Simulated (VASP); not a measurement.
# RbCl3 (I4/mmm) in VASP: further runs

RbCl3 is run at these levels: PBE; tasks: single point.

All numbers are computed with VASP 6.6.1; they aren't measurements. Logs are shortened: lines on timing, memory, paths and dates and some standing lists are left out, and cuts for length are marked.

## Step 1: The cell of the first run

The structure is tetragonal, space group I4/mmm (No. 139). Conventional cell: a = 4.082 Å, b = 4.082 Å, c = 12.727 Å, α = 90.00°, β = 90.00°, γ = 90.00°. Within 3.8 Å of Rb (site symmetry 4/mmm) lie 12 Cl at 2.89 to 3.78 Å. Within 3.8 Å of Cl (site symmetry -4m2) lie 8 Cl at 2.89 to 3.78 Å and 4 Rb at 3.78 Å. Cl (site symmetry 4/mmm) has 4 Rb at 2.89 Å and 8 Cl at 3.78 Å within 3.8 Å.

## Step 2: Single point, PBE (Br replaced by Cl, lengths x 0.944, strained)

File INCAR:

```
SYSTEM = RbCl3
ALGO = Normal
EDIFF = 1E-7
ENCUT = 520
GGA = PE
ISIF = 2
ISMEAR = 0
LASPH = .TRUE.
LCHARG = .FALSE.
LREAL = .FALSE.
LWAVE = .FALSE.
NBANDS = 23
NELM = 100
PREC = Accurate
SIGMA = 0.1
```

File KPOINTS:

```
k-points
0
G
  14 14 14
  0 0 0
```

File POSCAR:

```
RbCl3
1.0
   -2.0409402814      2.0409402814      6.3637271052
    2.0409402814     -2.0409402814      6.3637271052
    2.0409402814      2.0409402814     -6.3637271052
Rb Cl
1 3
Direct
    0.0000000000      0.0000000000      0.0000000000
    0.7500000000      0.2500000000      0.5000000000
    0.2500000000      0.7500000000      0.5000000000
    0.5000000000      0.5000000000      0.0000000000
```

Potentials or basis: VASP PAW PBE potentials, release 64 (Rb_sv, Cl).

The run is started by

```console
$ cat potpaw_PBE.64/Rb_sv/POTCAR potpaw_PBE.64/Cl/POTCAR > POTCAR
$ mpirun -np 1 vasp_std > vasp.out
```

OUTCAR:

```text
SYSTEM = RbCl3
   EDIFF = 1E-7
   ENCUT = 520
   GGA = PE
   ISIF = 2
   ISMEAR = 0
   LASPH = .TRUE.
   LREAL = .FALSE.
   NELM = 100
   PREC = Accurate

 ion  position               nearest neighbor table
   1  0.000  0.000  0.000-   4 2.89   4 2.89   4 2.89   4 2.89   3 3.78   2 3.78   3 3.78   3 3.78
                             2 3.78   2 3.78   3 3.78   2 3.78
   2  0.750  0.250  0.500-   1 3.78   1 3.78   1 3.78   1 3.78
   3  0.250  0.750  0.500-   1 3.78   1 3.78   1 3.78   1 3.78
   4  0.500  0.500  0.000-   1 2.89   1 2.89   1 2.89   1 2.89

  LATTYP: Found a body centered tetragonal cell.
 ALAT       =     4.0818805628
 C/A-ratio  =     3.1180368986

  Lattice vectors:

 A1 = (  -2.0409402814,   2.0409402814,   6.3637271052)
 A2 = (   2.0409402814,  -2.0409402814,   6.3637271052)
 A3 = (   2.0409402814,   2.0409402814,  -6.3637271052)

Analysis of symmetry for initial positions (statically):
=====================================================================
 Subroutine PRICEL returns:
 Original cell was already a primitive cell.

 Routine SETGRP: Setting up the symmetry group for a
 body centered tetragonal supercell.

 Subroutine GETGRP returns: Found 16 space group operations
 (whereof 16 operations were pure point group operations)
 out of a pool of 16 trial point group operations.

The static configuration has the point symmetry D_4h.

Analysis of symmetry for dynamics (positions and initial velocities):
=====================================================================
 Subroutine PRICEL returns:
 Original cell was already a primitive cell.

 Routine SETGRP: Setting up the symmetry group for a
 body centered tetragonal supercell.

 Subroutine GETGRP returns: Found 16 space group operations
 (whereof 16 operations were pure point group operations)
 out of a pool of 16 trial point group operations.

The dynamic configuration has the point symmetry D_4h.

 Subroutine INISYM returns: Found 16 space group operations
 (whereof 16 operations are pure point group operations),
 and found     1 'primitive' translations

----------------------------------------------------------------------------------------

                                     Primitive cell

  volume of cell :     106.0308

  direct lattice vectors                    reciprocal lattice vectors
    -2.040940281  2.040940281  6.363727105     0.000000000  0.244985120  0.078570308
     2.040940281 -2.040940281  6.363727105     0.244985120  0.000000000  0.078570308
     2.040940281  2.040940281 -6.363727105     0.244985120  0.244985120  0.000000000

  length of vectors
     6.987696125  6.987696125  6.987696125     0.257276121  0.257276121  0.346461279

  position of ions in fractional coordinates (direct lattice)
     0.000000000  0.000000000  0.000000000
     0.750000000  0.250000000  0.500000000
     0.250000000  0.750000000  0.500000000
     0.500000000  0.500000000  0.000000000

  ion indices of the primitive-cell ions
   primitive index   ion index
                 1           1
                 2           2
                 3           3
                 4           4

----------------------------------------------------------------------------------------

 KPOINTS: k-points

Automatic generation of k-mesh.
 Grid dimensions read from file:
 generate k-points for:   14   14   14

 Generating k-lattice:

  Cartesian coordinates                     Fractional coordinates (reciprocal lattice)
     0.000000000  0.017498937  0.005612165     0.071428571 -0.000000000  0.000000000
     0.017498937  0.000000000  0.005612165    -0.000000000  0.071428571  0.000000000
     0.017498937  0.017498937  0.000000000     0.000000000  0.000000000  0.071428571

  Length of vectors
     0.018376866  0.018376866  0.024747234

  Shift w.r.t. Gamma in fractional coordinates (k-lattice)
     0.000000000  0.000000000  0.000000000

 Subroutine IBZKPT returns following result:
 ===========================================

 Found    244 irreducible k-points:

 Following reciprocal coordinates:
            Coordinates               Weight
  0.000000  0.000000  0.000000      1.000000
  0.071429 -0.000000  0.000000      8.000000
  0.142857  0.000000  0.000000      8.000000
  0.214286  0.000000  0.000000      8.000000
  0.285714  0.000000 -0.000000      8.000000
  0.357143  0.000000 -0.000000      8.000000
[... 16 lines left out ...]
  0.214286  0.142857  0.000000     16.000000
  0.285714  0.142857  0.000000     16.000000
 [... further k-points ...]
   k-points           NKPTS =    244   k-points in BZ     NKDIM =    244   number of bands    NBANDS=     23
   number of dos      NEDOS =    301   number of ions     NIONS =      4
   total plane-waves  NPLWV = 157464
   dimension x,y,z NGX =    54 NGY =   54 NGZ =   54
   dimension x,y,z NGXF=   108 NGYF=  108 NGZF=  108
   ions per type =               1   3
   NGX,Y,Z   is equivalent  to a cutoff of  12.85, 12.85, 12.85 a.u.
   NGXF,Y,Z  is equivalent  to a cutoff of  25.69, 25.69, 25.69 a.u.
 SYSTEM =  RbCl3
   PREC   = accura    normal or accurate (medium, high low for compatibility)
   ISTART =      0    job   : 0-new  1-cont  2-samecut
   ICHARG =      2    charge: 1-file 2-atom 10-const
   ISPIN  =      1    spin polarized calculation?
   LNONCOLLINEAR =      F non collinear calculations
   LSORBIT =      F    spin-orbit coupling
   LASPH  =      T    aspherical Exc in radial PAW
   ENCUT  =  520.0 eV  38.22 Ry    6.18 a.u.  12.99 12.99 12.99*2*pi/ulx,y,z
   NELM   =    100;   NELMIN=  2; NELMDL= -5     # of ELM steps
   EDIFF  = 0.1E-06   stopping-criterion for ELM
   LREAL  =      F    real-space projection
   EDIFFG = 0.1E-05   stopping-criterion for IOM
   NSW    =      0    number of steps for IOM
   IBRION =     -1    ionic relax: 0-MD 1-quasi-New 2-CG
   NFREE  =      0    steps in history (QN), initial steepest desc. (CG)
   ISIF   =      2    stress and relaxation
   ISYM   =      2    0-nonsym 1-usesym 2-fastsym
   POTIM  = 0.5000    time-step for ionic-motion
   TEBEG  =    0.0;   TEEND  =   0.0 temperature during run
   PSTRESS=    0.0 pullay stress
   NELECT =      30.0000    total number of electrons
   NUPDOWN=      -1.0000    fix difference up-down
   EMIN   =  10.00;   EMAX   =-10.00  energy-range for DOS
   EFERMI =   0.00;   METHOD = LEGACY
   ISMEAR =     0;   SIGMA  =   0.10  broadening in eV -4-tet -1-fermi 0-gaus
   EFERMI_NEDOS =   21; number of points for ismear=-14 and -15
   IALGO  =     38    algorithm
   IMIX   =      4    mixing-type and parameters
     AMIX     =   0.40;   BMIX     =  1.00
     AMIX_MAG =   1.60;   BMIX_MAG =  1.00
  volume/ion in A,a.u.               =      26.51       178.88
  Fermi-wavevector in a.u.,A,eV,Ry     =   1.074743  2.030969 15.715709  1.155072
  Thomas-Fermi vector in A             =   2.210580
   LORBIT       =      0    0 simple, 1 ext, 2 COOP (PROOUT), +10 PAW based schemes
   GGA     = PE    functional components
   LHFCALC =     F    Hartree Fock is set to
   AEXX    =    0.0000 exact exchange contribution
   IVDW    =     0    specifies the selected vdW correction
   LEPSILON=     F    determine dielectric tensor
   LRPA    =     F    only Hartree local field effects (RPA)
 non-spin polarized calculation
 Gauss-broadening in eV      SIGMA  =   0.10
  energy-cutoff  :      520.00
  volume of cell :      106.03
 maximum number of plane-waves:      2881
 NGX is ok and might be reduce to    54
   NGX = 25   NGY = 25   NGZ = 25

 number of electron      30.0000000 magnetization

 Free energy of the ion-electron system (eV)
  ---------------------------------------------------
  ext. energy  EPLUGINS =         0.00000000
  ---------------------------------------------------
  free energy    TOTEN  =        -8.59412364 eV

  energy without entropy =       -8.56749197  energy(sigma->0) =       -8.58080781

 E-fermi :  -0.1384     XC(G=0):  -8.5317

 val. band max:       -0.1399999469   @ k =  -0.4286   0.3571  -0.0000
 cond. band min:      -0.1382918151   @ k =  -0.3571   0.2143   0.0714
 fundamental gap:      0.0017081318
 Fermi energy:        -0.1383930028

 k-point     1 :       0.0000    0.0000    0.0000
  band No.  band energies     occupation
      1     -23.8058      2.00000
      2     -14.9039      2.00000
      3     -12.9115      2.00000
      4     -12.5878      2.00000
      5      -8.0864      2.00000
      6      -7.9817      2.00000
[... 15 lines left out ...]
     22       9.9903      0.00000
     23       9.9903      0.00000

 k-point     2 :       0.0714   -0.0000    0.0000
  band No.  band energies     occupation
      1     -23.8039      2.00000
      2     -14.8826      2.00000
      3     -12.9406      2.00000
      4     -12.6037      2.00000
      5      -8.0807      2.00000
      6      -7.9734      2.00000
[... 15 lines left out ...]
     22       9.8433      0.00000
     23       9.9832      0.00000

 k-point     3 :       0.1429    0.0000    0.0000
  band No.  band energies     occupation
      1     -23.7985      2.00000
      2     -14.8192      2.00000
      3     -13.0256      2.00000
      4     -12.6480      2.00000
      5      -8.0649      2.00000
      6      -7.9497      2.00000
[... 15 lines left out ...]
     22       9.9798      0.00000
     23      10.0516      0.00000
[... 495 lines left out ...]
 k-point    23 :       0.2143    0.1429    0.0000
  band No.  band energies     occupation
      1     -23.7842      2.00000
      2     -14.6411      2.00000
      3     -13.2357      2.00000
      4     -12.7247      2.00000
      5      -8.1011      2.00000
      6      -8.0181      2.00000
[... 15 lines left out ...]
     22       9.7737      0.00000
     23      10.8123      0.00000

 k-point    24 :       0.2857    0.1429    0.0000
  band No.  band energies     occupation
      1     -23.7759      2.00000
      2     -14.5088      2.00000
      3     -13.3872      2.00000
      4     -12.7682      2.00000
      5      -8.0868      2.00000
      6      -7.9951      2.00000
[... 15 lines left out ...]
     22      10.1029      0.00000
     23      10.4591      0.00000

 [... further k-points ...]

------------------------ aborting loop because EDIFF is reached ----------------------------------------

  FORCE on cell =-STRESS in cart. coord.  units (eV):
  Direction    XX          YY          ZZ          XY          YZ          ZX
  --------------------------------------------------------------------------------------
  -------------------------------------------------------------------------------------
  Total        2.8686351      2.8686351      1.0891698      0.0000000      0.0000000      0.0000000
  in kB       43.3464723     43.3464723     16.4578863      0.0000000      0.0000000      0.0000000
  external PRESSURE =      34.3836103 kB  Pullay stress =       0.0000000 kB

 VOLUME and BASIS-vectors are now :
 -----------------------------------------------------------------------------
  energy-cutoff  :      520.00
  volume of cell :      106.03
      direct lattice vectors                 reciprocal lattice vectors
    -2.040940281  2.040940281  6.363727105     0.000000000  0.244985120  0.078570308
     2.040940281 -2.040940281  6.363727105     0.244985120  0.000000000  0.078570308
     2.040940281  2.040940281 -6.363727105     0.244985120  0.244985120  0.000000000

 POSITION                                       TOTAL-FORCE (eV/Angst)
 -----------------------------------------------------------------------------------
      0.00000      0.00000      0.00000         0.000000     -0.000000     -0.000000
      0.00000      2.04094      3.18186        -0.000000      0.000000     -0.000000
      2.04094      0.00000      3.18186         0.000000     -0.000000      0.000000
      0.00000      0.00000      6.36373         0.000000     -0.000000     -0.000000
 -----------------------------------------------------------------------------------
    total drift:                               -0.000000      0.000000      0.000000

  FREE ENERGIE OF THE ION-ELECTRON SYSTEM (eV)
  ---------------------------------------------------
  free  energy   TOTEN  =        -8.5941236386 eV

  energy  without entropy=       -8.5674919747  energy(sigma->0) =       -8.58080781
```

Wall time 33 min (1 thread of Intel Xeon Platinum 8375C at 2.90GHz (Ice Lake), shared host); peak memory 0.73 GiB.

Results:

| Property | Result |
| --- | --- |
| Free energy | -8.5941 eV |
| Pressure | 3.4 GPa |
| Band gap on the k mesh | zero (bands 15 and 16 overlap by 1.21 eV) |

Caveat: the cell differs from its parent crystal (Br replaced by Cl, lengths x 0.944, strained); the cell stands under pressure.

## Step 3: Single point, PBE (Br replaced by Cl, lengths x 0.944, strained)

File INCAR:

```
SYSTEM = RbCl3
PREC     = Accurate       ! precision mode
ENCUT    = 520            ! plane-wave cutoff, eV
EDIFF    = 1E-6           ! SCF threshold, eV
ISMEAR   = 0              ! smearing method
SIGMA    = 0.1            ! smearing width, eV
LREAL    = .FALSE.        ! projectors in reciprocal space
LASPH    = .TRUE.         ! aspherical terms in the spheres
NELM     = 100            ! most SCF steps
ALGO     = Normal         ! electronic algorithm
ISIF     = 2              ! what is computed and relaxed
LWAVE    = .FALSE.        ! write WAVECAR
LCHARG   = .FALSE.        ! write CHGCAR
GGA      = PE             ! functional
NBANDS   = 23             ! bands
```

File KPOINTS:

```
Automatic mesh
0
G
  6 6 6
  0 0 0
```

POSCAR is that of step 2.

Potentials or basis: VASP PAW PBE potentials, release 64 (Rb_sv, Cl).

The run is started by

```console
$ cat potpaw_PBE.64/Rb_sv/POTCAR potpaw_PBE.64/Cl/POTCAR > POTCAR
$ mpirun -np 1 vasp_std > vasp.out
```

Run time: 3.9 min. Hardware: 1 thread of Intel Xeon Platinum 8375C at 2.90GHz (Ice Lake), shared host; peak memory 0.4 GiB.

It converged, with:

| Property | Result |
| --- | --- |
| Free energy | -8.6029 eV |
| Pressure | 3.4 GPa |
| Band gap on the k mesh | zero (bands 15 and 16 overlap by 1.20 eV) |

Stress tensor (GPa, compression positive):
```
4.30 0.00 0.00
0.00 4.30 0.00
0.00 0.00 1.65
```

Levels at points of the mesh, in eV from the Fermi level:
```csv
k point,band 11,band 12,band 13,band 14,band 15,band 16,band 17,band 18,band 19,band 20
"(0.00, 0.00, 0.00)",-0.71,-0.07,-0.07,-0.05,0.37,0.37,6.46,6.69,7.86,9.00
"(0.50, 0.00, 0.00)",-1.76,-1.73,-1.59,-1.19,-0.88,-0.22,8.47,9.13,9.50,10.01
"(0.50, 0.50, 0.00)",-1.55,-0.37,-0.06,0.05,0.89,0.89,7.32,7.66,8.50,9.26
"(0.50, 0.50, 0.50)",-0.69,-0.49,-0.04,-0.04,0.35,0.35,6.40,7.43,8.38,8.87
```

Caveat: the cell differs from its parent crystal (Br replaced by Cl, lengths x 0.944, strained); the cell stands under pressure.
